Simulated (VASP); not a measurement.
The system is TiAl3.

```xyz
4
Lattice="-1.9111 1.9111 4.2807 1.9111 -1.9111 4.2807 1.9111 1.9111 -4.2807" Properties=species:S:1:pos:R:3 pbc="T T T"
Ti    0.0000    0.0000    0.0000
Al    0.0000    0.0000    4.2807
Al    0.0000    1.9111    2.1403
Al    1.9111    0.0000    2.1403
```

Base run:

```yaml
Program: VASP 6.6.1
Functional: PBE
Potentials_or_basis: VASP PAW PBE potentials, release 64 (Ti_sv, Al)
Cutoff: 520 eV
k_mesh: 12 × 12 × 12
Occupations: fermi-dirac, width 0.05 eV
Spin: no spin polarisation
```

Its results: pressure 2.1 GPa.

Problem. The run is repeated on the same cell with these changes: functional from PBE to r2SCAN. What comes out?

Solution. Pressure 0.0 GPa.

Caveats: the PAW data sets were made with another functional, which shifts forces and pressure a little (some runs).
